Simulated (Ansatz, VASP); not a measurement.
One calculation of CsI, two programs

```xyz
8
Lattice="-4.5667 4.5667 4.5667 4.5667 -4.5667 4.5667 4.5667 4.5667 -4.5667" Properties=species:S:1:pos:R:3 pbc="T T T"
Cs    0.0000    0.0000    0.0000
Cs    0.0000    0.0000    4.5667
Cs    0.0000    4.5667    0.0000
Cs    4.5667    0.0000    0.0000
I     2.2833    2.2833    2.2833
I     2.2833    2.2833   -2.2833
I     2.2833   -2.2833    2.2833
I    -2.2833    2.2833    2.2833
```

Alike in both runs: task electric field gradients; functional PBE; k mesh 3 × 3 × 3; no spin polarisation.

```csv
,VASP,Ansatz
version,VASP 6.6.1,Ansatz 0.2.0
potentials or method,"VASP PAW PBE potentials, release 64 (Cs_sv, I)","plane-wave PAW, scalar-relativistic"
plane-wave cutoff (eV),400,420
occupations,"gaussian, width 0.01 eV",fixed
valence electrons in the cell,64,104
```

```csv
,VASP,Ansatz,Ansatz less VASP
gap on the k mesh at the Fermi level (eV),3.88,3.89,+0.014
```

VASP's potentials hold 64 valence electrons a cell and Ansatz's 104, so a difference there can come from the potentials and not from the codes.

Spin-orbit coupling is off throughout.
